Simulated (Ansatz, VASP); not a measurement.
Na in VASP and in Ansatz

File INCAR:

```
PREC = Accurate
ENCUT = 520
EDIFF = 1E-6
ISMEAR = 0
SIGMA = 0.15
LREAL = False
LASPH = True
NELM = 80
ALGO = Fast
ISIF = 2
LWAVE = False
LCHARG = False
GGA = PS
NBANDS = 10
```

Contents of KPOINTS:

```
Automatic mesh
0
Gamma
  16 16 16
```

The input POSCAR:

```
Na
1.0
   -2.1810250000      2.1810250000      2.1810250000
    2.1810250000     -2.1810250000      2.1810250000
    2.1810250000      2.1810250000     -2.1810250000
Na
1
Direct
    0.0000000000      0.0000000000      0.0000000000
```

Input for Ansatz:

```yaml
crystal:
  lattice:
    - [-2.181025, 2.181025, 2.181025]
    - [2.181025, -2.181025, 2.181025]
    - [2.181025, 2.181025, -2.181025]
  atoms:
    - { symbol: Na, position: [0.0, 0.0, 0.0] }
basis:
  ecutwfc: 420
kpoints:
  mp_grid: { grid: [16, 16, 16] }
hamiltonian:
  xc: pbesol
scf:
  occupations: { method: gaussian, width: 0.15 }
output:
  forces: true
  stress: true
  eigenvalues: true
```

Change from the starting cell: strain +0.030 along x and y, +0.030 along z, atoms carried along.

Alike in both runs: task single point; functional PBEsol; k mesh 16 × 16 × 16; occupations gaussian, width 0.15 eV; no spin polarisation.

|  | VASP | Ansatz |
| --- | --- | --- |
| version | VASP 6.6.1 | Ansatz 0.2.0 |
| potentials or method | VASP PAW PBE potentials, release 64 (Na_pv), cutoff 520 eV | scalar-relativistic, plane waves, PAW |
| valence electrons in the cell | 7 | 9 |

Ansatz gave:

| Item | Value |
| --- | --- |
| gap on the k mesh at the Fermi level (eV) | none |
| pressure (GPa) | -0.8 |

**Question.** What did VASP give for the same quantities?

**Answer.** gap on the k mesh at the Fermi level (eV): none; pressure (GPa): -0.7.

VASP's potentials were made for PBE, not for PBEsol. A gap of «none» marks a metal or a gap that the smearing closes. With one functional, cell and mesh, what is left measures potentials, basis and numerics. VASP's potentials hold 7 valence electrons a cell and Ansatz's 9, so a difference there can come from the potentials and not from the codes.
